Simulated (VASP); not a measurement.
The system is Ir.

```
CELL_PARAMETERS angstrom
2.75138 0.00000 0.00000
-1.37569 2.38276 0.00000
0.00000 0.00000 4.46229
ATOMIC_POSITIONS crystal
Ir 0.66667 0.33333 0.75000
Ir 0.33333 0.66667 0.25000
```

| Item | Value |
| --- | --- |
| Program | VASP 6.6.1 |
| Task | relaxation of cell and atoms |
| Functional | PBEsol |
| Potentials or basis | VASP PAW PBE potentials, release 64 (Ir) |
| Cutoff | 600 eV |
| k mesh | 10 × 10 × 5 |
| Occupations | gaussian, width 0.15 eV |
| Spin | no spin polarisation |

At the start: pressure -11.4 GPa; volume 14.63 Å³/atom.

Where does the relaxation end?

Over 10 steps the energy falls by 19.1 meV/atom and the volume is 14.16 Å³/atom (-3.2 %); space group P6_3/mmc (No. 194, to 0.05 Å).

Step by step:
```tsv
step	energy change (eV)	largest force (eV/Å)	pressure (GPa)	volume (Å³)
1	0.0000	0.0000	-11.36	29.25
2	0.5336	0.0000	63.57	25.07
3	-0.0362	0.0000	-0.37	28.35
4	-0.0363	0.0000	0.16	28.31
5	-0.0363	0.0000	0.40	28.29
6	-0.0376	0.0000	0.13	28.31
7	-0.0381	0.0000	0.19	28.31
8	-0.0381	0.0000	0.21	28.31
9	-0.0380	0.0000	-0.55	28.36
10	-0.0381	0.0000	0.02	28.32
```

Final structure:
```
Ir
1.0
     2.71007    0.00000    0.00000
    -1.35504    2.34699    0.00000
     0.00000    0.00000    4.45239
Ir
2
Direct
  0.66667 0.33333 0.75000
  0.33333 0.66667 0.25000
```

Caveat: the PAW data sets were made with another functional, which shifts forces and pressure a little.
